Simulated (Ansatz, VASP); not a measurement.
# Two plane-wave programs on TaSi2

```
Ta Si
1.0
     4.78390    0.00000    0.00000
    -2.39195    4.14298    0.00000
     0.00000    0.00000    6.57000
Ta Si
3 6
Direct
  0.00000 0.50000 0.33333
  0.50000 0.50000 0.66667
  0.50000 0.00000 0.00000
  0.31794 0.15897 0.33333
  0.15897 0.84103 0.66667
  0.84103 0.68206 0.00000
  0.68206 0.84103 0.33333
  0.84103 0.15897 0.66667
  0.15897 0.31794 0.00000
```

Alike in both runs: task single point; functional PBEsol; k mesh 7 × 7 × 4; occupations fermi-dirac, width 0.05 eV; no spin polarisation.

|  | VASP | Ansatz |
| --- | --- | --- |
| version | VASP 6.6.1 | Ansatz 0.2.0 |
| potentials or method | VASP PAW PBE potentials, release 64 (Ta_pv, Si) | Ansatz PAW |
| plane-wave cutoff (eV) | 520 | 420 |
| valence electrons in the cell | 57 | 63 |

Ansatz gave:

* gap on the k mesh at the Fermi level (eV): none
* pressure (GPa): -2.2
* traceless stress, the component that is largest in VASP (GPa): 0.77
* rms of the force components (eV/Å): 0.028

Problem. Estimate VASP's values.

Solution. gap on the k mesh at the Fermi level (eV): none; pressure (GPa): -1.9; traceless stress, the component that is largest in VASP (GPa): 0.83; rms of the force components (eV/Å): 0.027.

VASP's potentials were made for PBE, not for PBEsol. Atom by atom the forces differ by 0.001 eV/Å (rms over components). A gap of «none» marks a metal or a gap that the smearing closes. The functional is the same, so the differences come from potentials, cutoffs and numerics. VASP's potentials hold 57 valence electrons a cell and Ansatz's 63, so a difference there can come from the potentials and not from the codes.

Neither program's run includes spin-orbit coupling.
